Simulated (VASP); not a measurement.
# Mo (Fm-3m) in VASP: notebook

Runs on Mo. Level: PBE. Tasks: single point, relaxation of cell and atoms.

Program: VASP 6.6.1. These are calculated values, not measurements. Logs are shortened: lines on timing, memory, paths and dates and some standing lists are left out, and cuts for length are marked.

### Step 1. The cell of the first run

It takes space group Fm-3m (No. 225, cubic). The conventional cell has a = 4.002 Å, b = 4.002 Å, c = 4.002 Å, α = 90.00°, β = 90.00°, γ = 90.00°. Within 3.7 Å of Mo (site symmetry m-3m) lie 12 Mo at 2.83 Å.

### Step 2. Single point, PBE

INCAR

```
PREC = Accurate
ENCUT = 520
EDIFF = 1E-6
ISMEAR = 0
SIGMA = 0.1
LREAL = F
LASPH = T
NELM = 100
ALGO = Normal
ISIF = 2
LWAVE = F
LCHARG = F
GGA = PE
NBANDS = 13
```

KPOINTS

```
Automatic mesh
0
Gamma
  18 18 18
```

POSCAR

```
Mo
1.0
    0.0000000000      2.0010280217      2.0010280217
    2.0010280217      0.0000000000      2.0010280217
    2.0010280217      2.0010280217      0.0000000000
Mo
1
Direct
    0.0000000000      0.0000000000      0.0000000000
```

Potentials or basis: VASP PAW PBE potentials, release 64 (Mo_sv).

Started as:

```bash
$ cat potpaw_PBE.64/Mo_sv/POTCAR > POTCAR
$ mpirun -np 1 vasp_std > vasp.out
```

OUTCAR:

```text
PREC = Accurate
   ENCUT = 520
   EDIFF = 1E-6
   ISMEAR = 0
   LREAL = F
   LASPH = T
   NELM = 100
   ISIF = 2
   GGA = PE

 ion  position               nearest neighbor table
   1  0.000  0.000  0.000-

  LATTYP: Found a face centered cubic cell.
 ALAT       =     4.0020560434

  Lattice vectors:

 A1 = (   0.0000000000,   2.0010280217,   2.0010280217)
 A2 = (   2.0010280217,   0.0000000000,   2.0010280217)
 A3 = (   2.0010280217,   2.0010280217,   0.0000000000)

Analysis of symmetry for initial positions (statically):
=====================================================================
 Subroutine PRICEL returns:
 Original cell was already a primitive cell.

 Routine SETGRP: Setting up the symmetry group for a
 face centered cubic supercell.

 Subroutine GETGRP returns: Found 48 space group operations
 (whereof 48 operations were pure point group operations)
 out of a pool of 48 trial point group operations.

The static configuration has the point symmetry O_h .

Analysis of symmetry for dynamics (positions and initial velocities):
=====================================================================
 Subroutine PRICEL returns:
 Original cell was already a primitive cell.

 Routine SETGRP: Setting up the symmetry group for a
 face centered cubic supercell.

 Subroutine GETGRP returns: Found 48 space group operations
 (whereof 48 operations were pure point group operations)
 out of a pool of 48 trial point group operations.

The dynamic configuration has the point symmetry O_h .

 Subroutine INISYM returns: Found 48 space group operations
 (whereof 48 operations are pure point group operations),
 and found     1 'primitive' translations

----------------------------------------------------------------------------------------

                                     Primitive cell

  volume of cell :      16.0247

  direct lattice vectors                    reciprocal lattice vectors
     0.000000000  2.001028022  2.001028022    -0.249871563  0.249871563  0.249871563
     2.001028022  0.000000000  2.001028022     0.249871563 -0.249871563  0.249871563
     2.001028022  2.001028022  0.000000000     0.249871563  0.249871563 -0.249871563

  length of vectors
     2.829880967  2.829880967  2.829880967     0.432790243  0.432790243  0.432790243

  position of ions in fractional coordinates (direct lattice)
     0.000000000  0.000000000  0.000000000

  ion indices of the primitive-cell ions
   primitive index   ion index
                 1           1

----------------------------------------------------------------------------------------

 KPOINTS: Automatic mesh

Automatic generation of k-mesh.
 Grid dimensions read from file:
 generate k-points for:   18   18   18

 Generating k-lattice:

  Cartesian coordinates                     Fractional coordinates (reciprocal lattice)
    -0.013881754  0.013881754  0.013881754     0.055555556  0.000000000  0.000000000
     0.013881754 -0.013881754  0.013881754     0.000000000  0.055555556  0.000000000
     0.013881754  0.013881754 -0.013881754     0.000000000  0.000000000  0.055555556

  Length of vectors
     0.024043902  0.024043902  0.024043902

  Shift w.r.t. Gamma in fractional coordinates (k-lattice)
     0.000000000  0.000000000  0.000000000

 Subroutine IBZKPT returns following result:
 ===========================================

 Found    195 irreducible k-points:

 Following reciprocal coordinates:
            Coordinates               Weight
  0.000000  0.000000  0.000000      1.000000
  0.055556  0.000000  0.000000      8.000000
  0.111111  0.000000  0.000000      8.000000
  0.166667  0.000000  0.000000      8.000000
  0.222222  0.000000  0.000000      8.000000
  0.277778  0.000000  0.000000      8.000000
[... 16 lines left out ...]
 -0.277778  0.055556  0.000000     24.000000
 -0.222222  0.055556  0.000000     24.000000
 [... further k-points ...]
   k-points           NKPTS =    195   k-points in BZ     NKDIM =    195   number of bands    NBANDS=     13
   number of dos      NEDOS =    301   number of ions     NIONS =      1
   total plane-waves  NPLWV =  13824
   dimension x,y,z NGX =    24 NGY =   24 NGZ =   24
   dimension x,y,z NGXF=    48 NGYF=   48 NGZF=   48
   ions per type =               1
   NGX,Y,Z   is equivalent  to a cutoff of  14.10, 14.10, 14.10 a.u.
   NGXF,Y,Z  is equivalent  to a cutoff of  28.20, 28.20, 28.20 a.u.
 SYSTEM =  unknown system
   PREC   = accura    normal or accurate (medium, high low for compatibility)
   ISTART =      0    job   : 0-new  1-cont  2-samecut
   ICHARG =      2    charge: 1-file 2-atom 10-const
   ISPIN  =      1    spin polarized calculation?
   LNONCOLLINEAR =      F non collinear calculations
   LSORBIT =      F    spin-orbit coupling
   LASPH  =      T    aspherical Exc in radial PAW
   ENCUT  =  520.0 eV  38.22 Ry    6.18 a.u.   5.26  5.26  5.26*2*pi/ulx,y,z
   NELM   =    100;   NELMIN=  2; NELMDL= -5     # of ELM steps
   EDIFF  = 0.1E-05   stopping-criterion for ELM
   LREAL  =      F    real-space projection
   EDIFFG = 0.1E-04   stopping-criterion for IOM
   NSW    =      0    number of steps for IOM
   IBRION =     -1    ionic relax: 0-MD 1-quasi-New 2-CG
   NFREE  =      0    steps in history (QN), initial steepest desc. (CG)
   ISIF   =      2    stress and relaxation
   ISYM   =      2    0-nonsym 1-usesym 2-fastsym
   POTIM  = 0.5000    time-step for ionic-motion
   TEBEG  =    0.0;   TEEND  =   0.0 temperature during run
   PSTRESS=    0.0 pullay stress
   NELECT =      14.0000    total number of electrons
   NUPDOWN=      -1.0000    fix difference up-down
   EMIN   =  10.00;   EMAX   =-10.00  energy-range for DOS
   EFERMI =   0.00;   METHOD = LEGACY
   ISMEAR =     0;   SIGMA  =   0.10  broadening in eV -4-tet -1-fermi 0-gaus
   EFERMI_NEDOS =   21; number of points for ismear=-14 and -15
   IALGO  =     38    algorithm
   IMIX   =      4    mixing-type and parameters
     AMIX     =   0.40;   BMIX     =  1.00
     AMIX_MAG =   1.60;   BMIX_MAG =  1.00
  volume/ion in A,a.u.               =      16.02       108.14
  Fermi-wavevector in a.u.,A,eV,Ry     =   1.565024  2.957467 33.324752  2.449300
  Thomas-Fermi vector in A             =   2.667561
   LORBIT       =      0    0 simple, 1 ext, 2 COOP (PROOUT), +10 PAW based schemes
   GGA     = PE    functional components
   LHFCALC =     F    Hartree Fock is set to
   AEXX    =    0.0000 exact exchange contribution
   IVDW    =     0    specifies the selected vdW correction
   LEPSILON=     F    determine dielectric tensor
   LRPA    =     F    only Hartree local field effects (RPA)
 non-spin polarized calculation
 Gauss-broadening in eV      SIGMA  =   0.10
  energy-cutoff  :      520.00
  volume of cell :       16.02
 maximum number of plane-waves:       444
 NGX is ok and might be reduce to    24
   NGX = 11   NGY = 11   NGZ = 11

 number of electron      14.0000000 magnetization

 Free energy of the ion-electron system (eV)
  ---------------------------------------------------
  ext. energy  EPLUGINS =         0.00000000
  ---------------------------------------------------
  free energy    TOTEN  =       -10.51619081 eV

  energy without entropy =      -10.51000440  energy(sigma->0) =      -10.51309761

 E-fermi :  11.7694     XC(G=0): -13.2323

 val. band max:       11.7680253931   @ k =  -0.4444   0.3889   0.1111
 cond. band min:      11.7736260976   @ k =   0.3333   0.1111   0.0000
 fundamental gap:      0.0056007045
 Fermi energy:        11.7694314838

 k-point     1 :       0.0000    0.0000    0.0000
  band No.  band energies     occupation
      1     -48.9279      2.00000
      2     -22.2717      2.00000
      3     -22.2717      2.00000
      4     -22.2717      2.00000
      5       5.0509      2.00000
      6      11.0727      2.00000
      7      11.0727      2.00000
      8      11.0727      2.00000
      9      13.7480      0.00000
     10      13.7480      0.00000
     11      24.8832      0.00000
     12      30.1384      0.00000
     13      30.1384      0.00000

 k-point     2 :       0.0556    0.0000    0.0000
  band No.  band energies     occupation
      1     -48.9213      2.00000
      2     -22.3134      2.00000
      3     -22.2769      2.00000
      4     -22.2769      2.00000
      5       5.1774      2.00000
      6      10.9858      2.00000
      7      11.1303      2.00000
      8      11.1303      2.00000
      9      13.7010      0.00000
     10      13.7011      0.00000
     11      25.1271      0.00000
     12      29.5743      0.00000
     13      30.3650      0.00000

 k-point     3 :       0.1111    0.0000    0.0000
  band No.  band energies     occupation
      1     -48.9021      2.00000
      2     -22.4326      2.00000
      3     -22.2919      2.00000
      4     -22.2919      2.00000
      5       5.5392      2.00000
      6      10.7648      2.00000
      7      11.2805      2.00000
      8      11.2805      2.00000
      9      13.5956      0.00000
     10      13.5956      0.00000
     11      25.7906      0.00000
     12      28.4445      0.00000
     13      31.0242      0.00000

 k-point     4 :       0.1667    0.0000    0.0000
  band No.  band energies     occupation
      1     -48.8726      2.00000
      2     -22.6124      2.00000
      3     -22.3147      2.00000
      4     -22.3147      2.00000
      5       6.0765      2.00000
      6      10.5177      2.00000
      7      11.4456      2.00000
      8      11.4456      2.00000
      9      13.5396      0.00000
     10      13.5396      0.00000
     11      26.4716      0.00000
     12      27.5238      0.00000
     13      32.0614      0.00000

 k-point     5 :       0.2222    0.0000    0.0000
  band No.  band energies     occupation
      1     -48.8362      2.00000
      2     -22.8288      2.00000
      3     -22.3426      2.00000
      4     -22.3426      2.00000
      5       6.6635      2.00000
      6      10.4096      2.00000
      7      11.5025      1.99984
      8      11.5025      1.99984
      9      13.6842      0.00000
     10      13.6842      0.00000
     11      25.8394      0.00000
     12      27.9799      0.00000
     13      33.4017      0.00000

 k-point     6 :       0.2778    0.0000    0.0000
  band No.  band energies     occupation
      1     -48.7972      2.00000
      2     -23.0542      2.00000
      3     -22.3722      2.00000
      4     -22.3722      2.00000
      5       7.1024      2.00000
      6      10.6463      2.00000
      7      11.4032      2.00000
      8      11.4032      2.00000
      9      14.0862      0.00000
     10      14.0862      0.00000
     11      24.9286      0.00000
     12      28.1613      0.00000
     13      34.9303      0.00000

 k-point     7 :       0.3333    0.0000    0.0000
  band No.  band energies     occupation
      1     -48.7603      2.00000
      2     -23.2618      2.00000
      3     -22.3997      2.00000
      4     -22.3997      2.00000
      5       7.2711      2.00000
      6      11.2244      2.00000
      7      11.2244      2.00000
      8      11.3122      2.00000
      9      14.6457      0.00000
     10      14.6457      0.00000
     11      24.1553      0.00000
     12      27.2767      0.00000
     13      33.6909      0.00000
[... 193 lines left out ...]
 k-point    20 :      -0.4444    0.0556    0.0000
  band No.  band energies     occupation
      1     -48.7033      2.00000
      2     -23.5436      2.00000
      3     -22.4725      2.00000
      4     -22.4418      2.00000
      5       7.3007      2.00000
      6      10.7800      2.00000
      7      10.9915      2.00000
      8      12.8850      0.00000
      9      15.5986      0.00000
     10      16.2270      0.00000
     11      22.9287      0.00000
     12      24.9583      0.00000
     13      30.6895      0.00000

 k-point    21 :      -0.3889    0.0556    0.0000
  band No.  band energies     occupation
      1     -48.7188      2.00000
      2     -23.4606      2.00000
      3     -22.4671      2.00000
      4     -22.4236      2.00000
      5       7.3514      2.00000
      6      10.8977      2.00000
      7      11.0732      2.00000
      8      12.2666      0.00000
      9      15.1157      0.00000
     10      15.9306      0.00000
     11      23.4386      0.00000
     12      25.6864      0.00000
     13      31.1634      0.00000

 k-point    22 :      -0.3333    0.0556    0.0000
  band No.  band energies     occupation
      1     -48.7457      2.00000
      2     -23.3158      2.00000
      3     -22.4513      2.00000
      4     -22.3982      2.00000
      5       7.3908      2.00000
      6      11.0813      2.00000
      7      11.2275      2.00000
      8      11.4126      2.00000
      9      14.4900      0.00000
     10      15.4041      0.00000
     11      24.0908      0.00000
     12      26.9005      0.00000
     13      32.1323      0.00000

 k-point    23 :      -0.2778    0.0556    0.0000
  band No.  band energies     occupation
      1     -48.7804      2.00000
      2     -23.1245      2.00000
      3     -22.4268      2.00000
      4     -22.3687      2.00000
      5       7.2996      2.00000
      6      10.6727      2.00000
      7      11.2927      2.00000
      8      11.4201      2.00000
      9      13.8610      0.00000
     10      14.8008      0.00000
     11      24.8423      0.00000
     12      28.0402      0.00000
     13      33.2936      0.00000

 k-point    24 :      -0.2222    0.0556    0.0000
  band No.  band energies     occupation
      1     -48.8188      2.00000
      2     -22.9082      2.00000
      3     -22.3963      2.00000
      4     -22.3385      2.00000
      5       6.9432      2.00000
      6      10.3179      2.00000
      7      11.4654      1.99998
      8      11.5716      1.99486
      9      13.3769      0.00000
     10      14.2643      0.00000
     11      25.7160      0.00000
     12      28.2532      0.00000
     13      32.8708      0.00000

 [... further k-points ...]
[... 5 lines left out ...]
  --------------------------------------------------------------------------------------
  -------------------------------------------------------------------------------------
  Total        0.0486497      0.0486497      0.0486497      0.0000000     -0.0000000      0.0000000
  in kB        4.8640886      4.8640886      4.8640886      0.0000000     -0.0000000      0.0000000
  external PRESSURE =       4.8640886 kB  Pullay stress =       0.0000000 kB

 VOLUME and BASIS-vectors are now :
 -----------------------------------------------------------------------------
  energy-cutoff  :      520.00
  volume of cell :       16.02
      direct lattice vectors                 reciprocal lattice vectors
     0.000000000  2.001028022  2.001028022    -0.249871563  0.249871563  0.249871563
     2.001028022  0.000000000  2.001028022     0.249871563 -0.249871563  0.249871563
     2.001028022  2.001028022  0.000000000     0.249871563  0.249871563 -0.249871563

 POSITION                                       TOTAL-FORCE (eV/Angst)
 -----------------------------------------------------------------------------------
      0.00000      0.00000      0.00000         0.000000      0.000000     -0.000000
 -----------------------------------------------------------------------------------
    total drift:                                0.000000      0.000000      0.000000

  FREE ENERGIE OF THE ION-ELECTRON SYSTEM (eV)
  ---------------------------------------------------
  free  energy   TOTEN  =       -10.5161908148 eV

  energy  without entropy=      -10.5100043968  energy(sigma->0) =      -10.51309761
```

Run time: 19 s. Hardware: 1 thread of Intel Xeon Platinum 8259CL at 2.50GHz (Skylake/Cascade Lake), shared host; peak memory 0.16 GiB.

Results:

```
Free energy            : -10.5162 eV
Pressure               : 0.5 GPa
Band gap on the k mesh : zero (band 7 reaches 15.77 eV, above the bottom of band 8 at 11.07 eV)
```

Levels at points of the mesh, in eV from the Fermi level:
| k point | band 5 | band 6 | band 7 | band 8 | band 9 | band 10 |
| --- | --- | --- | --- | --- | --- | --- |
| (0.00, 0.00, 0.00) | -6.72 | -0.70 | -0.70 | -0.70 | 1.98 | 1.98 |
| (0.50, 0.00, 0.00) | -4.59 | -0.88 | -0.88 | 1.57 | 4.04 | 4.04 |
| (0.50, 0.50, 0.00) | -4.94 | -4.26 | 4.00 | 4.04 | 4.62 | 4.62 |

### Step 3. Single point, PBE

INCAR

```
SYSTEM = Mo
PREC = Accurate
ENCUT = 520
EDIFF = 1E-6
ISMEAR = 0
SIGMA = 0.15
LREAL = .False.
LASPH = .True.
NELM = 60
ALGO = Normal
ISIF = 2
LWAVE = .False.
LCHARG = .True.
GGA = PE
LELF = .True.
LVHAR = .True.
NBANDS = 13
```

KPOINTS

```
Automatic mesh
0
Gamma
  20 20 20
  0 0 0
```

POSCAR is that of step 2.

Potentials or basis: VASP PAW PBE potentials, release 64 (Mo_sv).

Started as:

```bash
$ cat potpaw_PBE.64/Mo_sv/POTCAR > POTCAR
$ mpirun -np 1 vasp_std > vasp.out
```

It took 26 s on 1 thread of Intel Xeon Platinum 8259CL at 2.50GHz (Skylake/Cascade Lake), shared host; peak memory 0.18 GiB.

It converged, with:

* Free energy: -10.5192 eV
* Pressure: 0.6 GPa
* Band gap on the k mesh: zero (band 7 reaches 15.77 eV, above the bottom of band 8 at 11.07 eV)

Levels at points of the mesh, in eV from the Fermi level:
```
           k point  band 3  band 4  band 5  band 6  band 7  band 8  band 9  band 10  band 11  band 12
(0.00, 0.00, 0.00)  -34.05  -34.05   -6.73   -0.71   -0.71   -0.71    1.97     1.97    13.10    18.36
(0.50, 0.00, 0.00)  -34.22  -34.22   -4.60   -0.89   -0.89    1.56    4.02     4.02    11.10    12.79
(0.50, 0.50, 0.00)  -34.52  -34.52   -4.95   -4.27    3.99    4.03    4.61     4.61    12.48    12.48
```

[end of part 1 of 2]
